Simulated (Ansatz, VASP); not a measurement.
**One calculation of Si, two programs**

```
CELL_PARAMETERS angstrom
2.73750 0.00000 0.00000
-1.36875 2.37075 0.00000
0.00000 0.00000 24.94070
ATOMIC_POSITIONS crystal
Si 0.83333 0.16667 0.32076
Si 0.16667 0.83333 0.41038
Si 0.50000 0.50000 0.50000
Si 0.83333 0.16667 0.58962
Si 0.16667 0.83333 0.67924
```

Alike in both runs: task single point; functional PBE; k mesh 14 × 14 × 1; occupations fermi-dirac, width 0.05 eV; no spin polarisation.

```csv
,VASP,Ansatz
version,VASP 6.6.1,Ansatz 0.2.0
potentials or method,"VASP PAW PBE potentials, release 64 (Si), cutoff 520 eV","all-electron LAPW, scalar-relativistic"
```

```tsv
	VASP	Ansatz	Ansatz less VASP
rms of the force components (eV/Å)	0.098	0.097	-0.0011
```

Atom by atom the forces differ by 0.001 eV/Å (rms over components). Ansatz ran all-electron here, and VASP with PAW potentials.
